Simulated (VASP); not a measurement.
Write the native input for VASP 6.6.1 that does the following.

- Task: single point
- Functional: PBE
- Potentials or basis: VASP PAW PBE potentials, release 64 (B, N)
- Cutoff: 520 eV
- k mesh: 12 × 12 × 4
- Occupations: gaussian, width 0.02 eV
- Spin: no spin polarisation
- Dipole correction: no
- Further INCAR settings: ALGO = Normal; EDIFF = 1e-06; NBANDS = 16

The structure of BN lies in POSCAR:

```
BN
1.0
    2.5624247850      0.0000000000      0.0000000000
   -1.2812123925      2.2191249591      0.0000000000
    0.0000000000      0.0000000000      8.2430434694
B N
2 2
Direct
    0.3333333333      0.6666666667      0.2500000000
    0.6666666667      0.3333333333      0.7500000000
    0.3333333333      0.6666666667      0.7500000000
    0.6666666667      0.3333333333      0.2500000000
```

This cell differs from its parent crystal: biaxial strain in the a-b plane: +2.0 %.

One way to write it, as run:

INCAR

```
  ALGO = Normal
  EDIFF = 1E-6
  ENCUT = 520
  GGA = PE
  ISIF = 2
  ISMEAR = 0
  LASPH = T
  LCHARG = T
  LELF = T
  LREAL = F
  LVHAR = T
  LWAVE = F
  NBANDS = 16
  NELM = 60
  PREC = Accurate
  SIGMA = 0.02
```

KPOINTS

```
k-points
0
Gamma
  12 12 4
```

Potentials or basis: VASP PAW PBE potentials, release 64 (B, N).

Launch:

```console
$ cat potpaw_PBE.64/B/POTCAR potpaw_PBE.64/N/POTCAR > POTCAR
$ mpirun -np 1 vasp_std > vasp.out
```

Results of the run:

```
Pressure               : -10.3 GPa
Band gap on the k mesh : 4.45 eV, indirect (least direct gap 4.50 eV)
```

Caveat: the cell differs from its parent crystal (biaxial strain in the a-b plane: +2.0 %); this functional lacks dispersion, which binds the layers, so the pressure and a relaxed spacing across them are unreliable.

Wall time 23 s on 1 thread of Intel(R) Xeon(R) Platinum 8559C (Emerald Rapids), with other jobs on the host, peak memory 0.18 GiB.
